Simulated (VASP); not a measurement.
ZnO: single point with PBE+D3(BJ)

System: ZnO, a slab with vacuum.

```
O Zn
1.0
     6.50971    0.00000    0.00000
    -3.25485    5.63757    0.00000
     0.00000    0.00000   25.52083
O Zn
16 16
Direct
  0.33333 0.16667 0.33306
  0.33333 0.66667 0.33306
  0.83333 0.16667 0.33306
  0.83333 0.66667 0.33306
  0.16667 0.33333 0.43604
  0.16667 0.83333 0.43604
  0.66667 0.33333 0.43604
  0.66667 0.83333 0.43604
  0.33333 0.16667 0.54301
  0.33333 0.66667 0.54301
  0.83333 0.16667 0.54301
  0.83333 0.66667 0.54301
  0.16667 0.33333 0.64683
  0.16667 0.83333 0.64683
  0.66667 0.33333 0.64683
  0.66667 0.83333 0.64683
  0.16667 0.33333 0.35801
  0.16667 0.83333 0.35801
  0.66667 0.33333 0.35801
  0.66667 0.83333 0.35801
  0.33333 0.16667 0.46098
  0.33333 0.66667 0.46098
  0.83333 0.16667 0.46098
  0.83333 0.66667 0.46098
  0.16667 0.33333 0.56158
  0.16667 0.83333 0.56158
  0.66667 0.33333 0.56158
  0.66667 0.83333 0.56158
  0.33333 0.16667 0.66050
  0.33333 0.66667 0.66050
  0.83333 0.16667 0.66050
  0.83333 0.66667 0.66050
```

```yaml
Program: VASP 6.6.1
Task: single point
Functional: PBE
Dispersion: D3(BJ)
Potentials_or_basis: VASP PAW PBE potentials, release 64 (O, Zn)
Cutoff: 520 eV
k_mesh: 6 × 6 × 1
Occupations: gaussian, width 0.05 eV
Spin: no spin polarisation
Dipole_correction: yes
Further_INCAR_settings: LREAL = Auto; ALGO = Fast; EDIFF = 1e-07; NBANDS = 166
```

* Largest force: 1.996 eV/Å
* Band gap on the k mesh: zero (bands 144 and 145 overlap by 0.26 eV)
* Dispersion energy per atom: -0.180 eV

Forces on the atoms (eV/Å):
```
O    0.000  0.000  1.330
O    0.000  0.000  1.330
O    0.000  0.000  1.330
O    0.000  0.000  1.330
O    0.000  0.000  1.407
O    0.000  0.000  1.407
O    0.000  0.000  1.407
O    0.000  0.000  1.407
O    0.000  0.000 -0.015
O    0.000  0.000 -0.015
O    0.000  0.000 -0.015
O    0.000  0.000 -0.015
O    0.000  0.000 -0.046
O    0.000  0.000 -0.046
O    0.000  0.000 -0.046
O    0.000  0.000 -0.046
Zn   0.000  0.000 -1.996
Zn   0.000  0.000 -1.996
Zn   0.000  0.000 -1.996
Zn   0.000  0.000 -1.996
Zn   0.000  0.000 -0.773
Zn   0.000  0.000 -0.773
Zn   0.000  0.000 -0.773
Zn   0.000  0.000 -0.773
Zn   0.000  0.000  0.025
Zn   0.000  0.000  0.025
Zn   0.000  0.000  0.025
Zn   0.000  0.000  0.025
Zn   0.000  0.000  0.069
Zn   0.000  0.000  0.069
Zn   0.000  0.000  0.069
Zn   0.000  0.000  0.069
```

Levels at points of the mesh, in eV from the Fermi level:
| k point | band 141 | band 142 | band 143 | band 144 | band 145 | band 146 | band 147 | band 148 |
| --- | --- | --- | --- | --- | --- | --- | --- | --- |
| (0.00, 0.00, 0.00) | -0.42 | -0.42 | -0.42 | 0.29 | 0.29 | 0.63 | 1.92 | 2.16 |
| (0.50, 0.00, 0.00) | -0.36 | -0.36 | -0.24 | -0.24 | 0.25 | 0.25 | 1.79 | 1.79 |

Run time: 76 min on 1 thread of Oxide Virtual Turin-like Processor, on a shared host, peak memory 1.3 GiB.
